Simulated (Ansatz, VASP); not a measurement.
Hg in VASP and in Ansatz

```
Hg
1.0
     2.24691   -2.05040   -0.01269
     2.24691    2.05040   -0.01269
    -0.36802    0.00000    3.00837
Hg
1
Cartesian
  2.0629 0.0000 1.4915
```

Alike in both runs: task single point; functional PBE; k mesh 14 × 14 × 14; occupations gaussian, width 0.1 eV; no spin polarisation.

|  | VASP | Ansatz |
| --- | --- | --- |
| version | VASP 6.6.1 | Ansatz 0.2.0 |
| potentials or method | VASP PAW PBE potentials, release 64 (Hg), cutoff 520 eV | scalar-relativistic, plane waves, PAW |
| valence electrons in the cell | 12 | 20 |

Ansatz gave:

* gap on the k mesh at the Fermi level (eV): none
* pressure (GPa): 1.3
* traceless stress, the component that is largest in VASP (GPa): -0.23

Task: Which values does VASP return?

Result: gap on the k mesh at the Fermi level (eV): none; pressure (GPa): 1.6; traceless stress, the component that is largest in VASP (GPa): -0.26.

A gap of «none» marks a metal or a gap that the smearing closes. The functional is the same, so the differences come from potentials, cutoffs and numerics. VASP's potentials hold 12 valence electrons a cell and Ansatz's 20, so a difference there can come from the potentials and not from the codes.

Spin-orbit coupling is off throughout.
